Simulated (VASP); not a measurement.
# InAgTe2 (I-42d) in VASP: a series of runs

The runs below take InAgTe2 through single point, with LDA, PBEsol.

Program: VASP 6.6.1. These are calculated values, not measurements. Logs are shortened: lines on timing, memory, paths and dates and some standing lists are left out, and cuts for length are marked.

## Step 1: The cell of the first run

It takes space group I-42d (No. 122, tetragonal). The conventional cell has a = 6.355 Å, b = 6.355 Å, c = 12.631 Å, α = 90.00°, β = 90.00°, γ = 90.00°. Ag (site symmetry -4) has 4 Te at 2.71 Å within 3.6 Å. Within 3.6 Å of Te (site symmetry 2) lie 2 Ag at 2.71 Å and 2 In at 2.78 Å. Within 3.7 Å of In (site symmetry -4) lie 4 Te at 2.78 Å.

## Step 2: Single point, LDA

Contents of INCAR:

```
SYSTEM = InAgTe2
PREC = Accurate ; ENCUT = 500
EDIFF = 1E-6 ; ISMEAR = -1
SIGMA = 0.02 ; LREAL = .False.
LASPH = .True. ; NELM = 120
ALGO = Normal ; ISIF = 2
LWAVE = .False. ; LCHARG = .False.
GGA = CA ; NBANDS = 46
GGA_COMPAT = .False.
```

Contents of KPOINTS:

```
Automatic mesh
0
Gamma
  6 6 6
  0 0 0
```

Contents of POSCAR:

```
InAgTe2
1.0
   -3.1773896162      3.1773896162      6.3154051019
    3.1773896162     -3.1773896162      6.3154051019
    3.1773896162      3.1773896162     -6.3154051019
Ag Te In
2 4 2
Direct
    0.0000000000      0.0000000000      0.0000000000
    0.7500000000      0.2500000000      0.5000000000
    0.3750000000      0.3648836528      0.4898836528
    0.1148836528      0.6250000000     -0.0101163472
    0.8750000000      0.8851163472      0.5101163472
    0.6351163472      0.1250000000      0.0101163472
    0.5000000000      0.5000000000      0.0000000000
    0.2500000000      0.7500000000      0.5000000000
```

Potentials or basis: VASP PAW LDA potentials, release 64 (Ag, Te, In_d).

Launch:

```
$ cat potpaw_LDA.64/Ag/POTCAR potpaw_LDA.64/Te/POTCAR potpaw_LDA.64/In_d/POTCAR > POTCAR
$ mpirun -np 1 vasp_std > vasp.out
```

OUTCAR:

```text
SYSTEM = InAgTe2
   PREC = Accurate
   ENCUT = 500
   EDIFF = 1E-6
   ISMEAR = -1
   LREAL = .False.
   LASPH = .True.
   NELM = 120
   ISIF = 2
   GGA = CA

 ion  position               nearest neighbor table
   1  0.000  0.000  0.000-   4 2.71   5 2.71   6 2.71   3 2.71
   2  0.750  0.250  0.500-   3 2.71   5 2.71   6 2.71   4 2.71
   3  0.375  0.365  0.490-   2 2.71   1 2.71   7 2.78   8 2.78
   4  0.115  0.625  0.990-   1 2.71   2 2.71   8 2.78   7 2.78
   5  0.875  0.885  0.510-   1 2.71   2 2.71   7 2.78   8 2.78
   6  0.635  0.125  0.010-   1 2.71   2 2.71   8 2.78   7 2.78
   7  0.500  0.500  0.000-   5 2.78   3 2.78   6 2.78   4 2.78
   8  0.250  0.750  0.500-   6 2.78   4 2.78   5 2.78   3 2.78

  LATTYP: Found a body centered tetragonal cell.
 ALAT       =     6.3547792324
 C/A-ratio  =     1.9876080257

  Lattice vectors:

 A1 = (  -3.1773896162,   3.1773896162,   6.3154051019)
 A2 = (   3.1773896162,  -3.1773896162,   6.3154051019)
 A3 = (   3.1773896162,   3.1773896162,  -6.3154051019)

Analysis of symmetry for initial positions (statically):
=====================================================================
 Subroutine PRICEL returns:
 Original cell was already a primitive cell.

 Routine SETGRP: Setting up the symmetry group for a
 body centered tetragonal supercell.

 Subroutine GETGRP returns: Found  8 space group operations
 (whereof  4 operations were pure point group operations)
 out of a pool of 16 trial point group operations.

The static configuration has the point symmetry S_4 .
 The point group associated with its full space group is D_2d.

Analysis of symmetry for dynamics (positions and initial velocities):
=====================================================================
 Subroutine PRICEL returns:
 Original cell was already a primitive cell.

 Routine SETGRP: Setting up the symmetry group for a
 body centered tetragonal supercell.

 Subroutine GETGRP returns: Found  8 space group operations
 (whereof  4 operations were pure point group operations)
 out of a pool of 16 trial point group operations.

The dynamic configuration has the point symmetry S_4 .
 The point group associated with its full space group is D_2d.

 Subroutine INISYM returns: Found  8 space group operations
 (whereof  4 operations are pure point group operations),
 and found     1 'primitive' translations

----------------------------------------------------------------------------------------

                                     Primitive cell

  volume of cell :     255.0364

  direct lattice vectors                    reciprocal lattice vectors
    -3.177389616  3.177389616  6.315405102     0.000000000  0.157361879  0.079171485
     3.177389616 -3.177389616  6.315405102     0.157361879  0.000000000  0.079171485
     3.177389616  3.177389616 -6.315405102     0.157361879  0.157361879  0.000000000

  length of vectors
     7.750867767  7.750867767  7.750867767     0.176155854  0.176155854  0.222543303

  position of ions in fractional coordinates (direct lattice)
     0.000000000  0.000000000  0.000000000
     0.750000000  0.250000000  0.500000000
     0.375000000  0.364883653  0.489883653
     0.114883653  0.625000000  0.989883653
     0.875000000  0.885116347  0.510116347
     0.635116347  0.125000000  0.010116347
     0.500000000  0.500000000  0.000000000
     0.250000000  0.750000000  0.500000000

  ion indices of the primitive-cell ions
   primitive index   ion index
                 1           1
                 2           2
                 3           3
                 4           4
                 5           5
                 6           6
                 7           7
                 8           8

----------------------------------------------------------------------------------------

 KPOINTS: Automatic mesh

Automatic generation of k-mesh.
 Grid dimensions read from file:
 generate k-points for:    6    6    6

 Generating k-lattice:

  Cartesian coordinates                     Fractional coordinates (reciprocal lattice)
     0.000000000  0.026226980  0.013195247     0.166666667  0.000000000  0.000000000
     0.026226980  0.000000000  0.013195247     0.000000000  0.166666667  0.000000000
     0.026226980  0.026226980  0.000000000     0.000000000  0.000000000  0.166666667

  Length of vectors
     0.029359309  0.029359309  0.037090551

  Shift w.r.t. Gamma in fractional coordinates (k-lattice)
     0.000000000  0.000000000  0.000000000

 Subroutine IBZKPT returns following result:
 ===========================================

 Found     30 irreducible k-points:

 Following reciprocal coordinates:
            Coordinates               Weight
  0.000000  0.000000  0.000000      1.000000
  0.166667  0.000000  0.000000      8.000000
  0.333333  0.000000  0.000000      8.000000
  0.500000  0.000000  0.000000      4.000000
  0.166667  0.166667  0.000000      8.000000
  0.333333  0.166667  0.000000     16.000000
[... 16 lines left out ...]
 -0.333333 -0.333333  0.166667      8.000000
 -0.166667 -0.333333  0.166667      8.000000
 [... further k-points ...]
   k-points           NKPTS =     30   k-points in BZ     NKDIM =     30   number of bands    NBANDS=     46
   number of dos      NEDOS =    301   number of ions     NIONS =      8
   total plane-waves  NPLWV = 216000
   dimension x,y,z NGX =    60 NGY =   60 NGZ =   60
   dimension x,y,z NGXF=   120 NGYF=  120 NGZF=  120
   ions per type =               2   4   2
   NGX,Y,Z   is equivalent  to a cutoff of  12.87, 12.87, 12.87 a.u.
   NGXF,Y,Z  is equivalent  to a cutoff of  25.74, 25.74, 25.74 a.u.
 SYSTEM =  InAgTe2
   PREC   = accura    normal or accurate (medium, high low for compatibility)
   ISTART =      0    job   : 0-new  1-cont  2-samecut
   ICHARG =      2    charge: 1-file 2-atom 10-const
   ISPIN  =      1    spin polarized calculation?
   LNONCOLLINEAR =      F non collinear calculations
   LSORBIT =      F    spin-orbit coupling
   LASPH  =      T    aspherical Exc in radial PAW
   ENCUT  =  500.0 eV  36.75 Ry    6.06 a.u.  14.13 14.13 14.13*2*pi/ulx,y,z
   NELM   =    120;   NELMIN=  2; NELMDL= -5     # of ELM steps
   EDIFF  = 0.1E-05   stopping-criterion for ELM
   LREAL  =      F    real-space projection
   EDIFFG = 0.1E-04   stopping-criterion for IOM
   NSW    =      0    number of steps for IOM
   IBRION =     -1    ionic relax: 0-MD 1-quasi-New 2-CG
   NFREE  =      0    steps in history (QN), initial steepest desc. (CG)
   ISIF   =      2    stress and relaxation
   ISYM   =      2    0-nonsym 1-usesym 2-fastsym
   POTIM  = 0.5000    time-step for ionic-motion
   TEBEG  =    0.0;   TEEND  =   0.0 temperature during run
   PSTRESS=    0.0 pullay stress
   NELECT =      72.0000    total number of electrons
   NUPDOWN=      -1.0000    fix difference up-down
   EMIN   =  10.00;   EMAX   =-10.00  energy-range for DOS
   EFERMI =   0.00;   METHOD = LEGACY
   ISMEAR =    -1;   SIGMA  =   0.02  broadening in eV -4-tet -1-fermi 0-gaus
   EFERMI_NEDOS =   21; number of points for ismear=-14 and -15
   IALGO  =     38    algorithm
   IMIX   =      4    mixing-type and parameters
     AMIX     =   0.40;   BMIX     =  1.00
     AMIX_MAG =   1.60;   BMIX_MAG =  1.00
  volume/ion in A,a.u.               =      31.88       215.13
  Fermi-wavevector in a.u.,A,eV,Ry     =   1.073952  2.029475 15.692596  1.153373
  Thomas-Fermi vector in A             =   2.209766
   LORBIT       =      0    0 simple, 1 ext, 2 COOP (PROOUT), +10 PAW based schemes
   GGA     = CA    functional components
   LHFCALC =     F    Hartree Fock is set to
   AEXX    =    0.0000 exact exchange contribution
   IVDW    =     0    specifies the selected vdW correction
   LEPSILON=     F    determine dielectric tensor
   LRPA    =     F    only Hartree local field effects (RPA)
 non-spin polarized calculation
  energy-cutoff  :      500.00
  volume of cell :      255.04
 maximum number of plane-waves:      6523
 NGX is ok and might be reduce to    60
   NGX = 29   NGY = 29   NGZ = 29

 number of electron      71.9999989 magnetization

 Free energy of the ion-electron system (eV)
  ---------------------------------------------------
  ext. energy  EPLUGINS =         0.00000000
  ---------------------------------------------------
  free energy    TOTEN  =       -30.90284971 eV

  energy without entropy =      -30.90268098  energy(sigma->0) =      -30.90276535

 E-fermi :   4.9002     XC(G=0):  -9.2439

 val. band max:        4.8632231546   @ k =   0.0000   0.0000   0.0000
 cond. band min:       4.9348014767   @ k =   0.0000   0.0000   0.0000
 fundamental gap:      0.0715783221
 Fermi energy:         4.9001521133

 k-point     1 :       0.0000    0.0000    0.0000
  band No.  band energies     occupation
      1     -10.0217      2.00000
      2     -10.0163      2.00000
      3     -10.0163      2.00000
      4      -9.9380      2.00000
      5      -9.9211      2.00000
      6      -9.9211      2.00000
[... 38 lines left out ...]
     45       9.1061      0.00000
     46       9.1503      0.00000

 k-point     2 :       0.1667    0.0000    0.0000
  band No.  band energies     occupation
      1     -10.0217      2.00000
      2     -10.0171      2.00000
      3     -10.0135      2.00000
      4      -9.9394      2.00000
      5      -9.9252      2.00000
      6      -9.9199      2.00000
[... 38 lines left out ...]
     45       9.0665      0.00000
     46       9.4949      0.00000

 k-point     3 :       0.3333    0.0000    0.0000
  band No.  band energies     occupation
      1     -10.0223      2.00000
      2     -10.0192      2.00000
      3     -10.0054      2.00000
      4      -9.9446      2.00000
      5      -9.9321      2.00000
      6      -9.9180      2.00000
[... 1018 lines left out ...]
     45       9.5868      0.00000
     46       9.6822      0.00000

 k-point    24 :      -0.1667   -0.3333    0.1667
  band No.  band energies     occupation
      1     -10.0202      2.00000
      2     -10.0198      2.00000
      3     -10.0082      2.00000
      4      -9.9513      2.00000
      5      -9.9210      2.00000
      6      -9.9172      2.00000
[... 38 lines left out ...]
     45       9.1566      0.00000
     46       9.4712      0.00000

 [... further k-points ...]

------------------------ aborting loop because EDIFF is reached ----------------------------------------

  FORCE on cell =-STRESS in cart. coord.  units (eV):
  Direction    XX          YY          ZZ          XY          YZ          ZX
  --------------------------------------------------------------------------------------
  -------------------------------------------------------------------------------------
  Total        0.0958966      0.0958966      0.1118998      0.0000000      0.0000000     -0.0000000
  in kB        0.6024369      0.6024369      0.7029713      0.0000000      0.0000000     -0.0000000
  external PRESSURE =       0.6359484 kB  Pullay stress =       0.0000000 kB

 VOLUME and BASIS-vectors are now :
 -----------------------------------------------------------------------------
  energy-cutoff  :      500.00
  volume of cell :      255.04
      direct lattice vectors                 reciprocal lattice vectors
    -3.177389616  3.177389616  6.315405102     0.000000000  0.157361879  0.079171485
     3.177389616 -3.177389616  6.315405102     0.157361879  0.000000000  0.079171485
     3.177389616  3.177389616 -6.315405102     0.157361879  0.157361879  0.000000000

 POSITION                                       TOTAL-FORCE (eV/Angst)
 -----------------------------------------------------------------------------------
      0.00000      0.00000      0.00000        -0.000000     -0.000000      0.000000
     -0.00000      3.17739      3.15770        -0.000000     -0.000000     -0.000000
      1.52441      1.58869      1.57885        -0.006749     -0.000000      0.000000
      4.76608      1.52441     -1.57885        -0.000000     -0.006749      0.000000
      1.65298      1.58869      7.89426         0.006749     -0.000000     -0.000000
     -1.58869      1.65298      4.73655         0.000000      0.006749     -0.000000
      0.00000      0.00000      6.31541        -0.000000     -0.000000      0.000000
      3.17739     -0.00000      3.15770         0.000000     -0.000000      0.000000
 -----------------------------------------------------------------------------------
    total drift:                               -0.000003     -0.000003     -0.000004

  FREE ENERGIE OF THE ION-ELECTRON SYSTEM (eV)
  ---------------------------------------------------
  free  energy   TOTEN  =       -30.9028497094 eV

  energy  without entropy=      -30.9026809850  energy(sigma->0) =      -30.90276535
```

Wall time 4.6 min (1 thread of AMD EPYC 9R45 (Zen 5), shared host); peak memory 0.52 GiB.

What came out:

| Item | Value |
| --- | --- |
| Free energy | -30.9028 eV |
| Pressure | 0.1 GPa |
| Largest force | 0.007 eV/Å |
| Band gap on the k mesh | 0.07 eV |

Forces in eV/Å, atoms in the order of the input:
```
Ag   0.000  0.000  0.000
Ag   0.000  0.000  0.000
Te  -0.007  0.000  0.000
Te   0.000 -0.007  0.000
Te   0.007  0.000  0.000
Te   0.000  0.007  0.000
In   0.000  0.000  0.000
In   0.000  0.000  0.000
```

Caveat: spin-orbit coupling is left out, which moves the levels of the heavy elements.

## Step 3: Single point, PBEsol

This run uses another cell than the first one, of 33.01 Å³/atom.

Contents of INCAR:

```
PREC     = Accurate       # precision mode
ENCUT    = 500            # plane-wave cutoff, eV
EDIFF    = 1E-6           # SCF threshold, eV
ISMEAR   = -1             # smearing method
SIGMA    = 0.02           # smearing width, eV
LREAL    = False          # projectors in reciprocal space
LASPH    = True           # aspherical terms in the spheres
NELM     = 120            # most SCF steps
ALGO     = Normal         # electronic algorithm
ISIF     = 2              # what is computed and relaxed
LWAVE    = False          # write WAVECAR
LCHARG   = True           # write CHGCAR
GGA      = PS             # functional
LELF     = True           # ELF
LVHAR    = True         
NBANDS   = 46             # bands
GGA_COMPAT= False
```

Contents of KPOINTS:

```
regular mesh
0
Gamma
  6 6 6
```

Contents of POSCAR:

```
InAgTe2
1.0
   -3.2166655326      3.2166655326      6.3812895521
    3.2166655326     -3.2166655326      6.3812895521
    3.2166655326      3.2166655326     -6.3812895521
Ag Te In
2 4 2
Direct
    0.0000000000      0.0000000000      0.0000000000
    0.7500000000      0.2500000000      0.5000000000
    0.3750000000      0.3663360722      0.4913360722
    0.1163360722      0.6250000000     -0.0086639278
    0.8750000000      0.8836639278      0.5086639278
    0.6336639278      0.1250000000      0.0086639278
    0.5000000000      0.5000000000      0.0000000000
    0.2500000000      0.7500000000      0.5000000000
```

Potentials or basis: VASP PAW PBE potentials, release 64 (Ag, Te, In_d).

Launch:

```
$ cat potpaw_PBE.64/Ag/POTCAR potpaw_PBE.64/Te/POTCAR potpaw_PBE.64/In_d/POTCAR > POTCAR
$ mpirun -np 1 vasp_std > vasp.out
```

Wall time 4.7 min (1 thread of AMD EPYC 9R45 (Zen 5), shared host); peak memory 0.65 GiB.

Results (log left out):

* Free energy: -28.4729 eV
* Pressure: 0.0 GPa
* Largest force: 0.011 eV/Å
* Band gap on the k mesh: 0.08 eV

Forces in eV/Å, atoms in the order of the input:
```
Ag   0.000  0.000  0.000
Ag   0.000  0.000  0.000
Te  -0.011  0.000  0.000
Te   0.000 -0.011  0.000
Te   0.011  0.000  0.000
Te   0.000  0.011  0.000
In   0.000  0.000  0.000
In   0.000  0.000  0.000
```

Levels at points of the mesh, in eV from the valence-band top:
```
           k point  band 33  band 34  band 35  band 36  band 37  band 38  band 39  band 40
(0.00, 0.00, 0.00)    -2.04    -0.07    -0.07     0.00     0.08     1.81     1.92     3.40
(0.50, 0.00, 0.00)    -1.66    -1.36    -1.28    -0.66     1.77     2.08     2.83     3.48
(0.50, 0.50, 0.00)    -0.95    -0.95    -0.57    -0.57     0.86     0.86     2.83     2.83
(0.50, 0.50, 0.50)    -1.34    -1.34    -1.04    -1.04     1.47     1.47     1.91     1.91
```

Caveat: the PAW data sets were made with another functional, which shifts forces and pressure a little; spin-orbit coupling is left out, which moves the levels of the heavy elements.
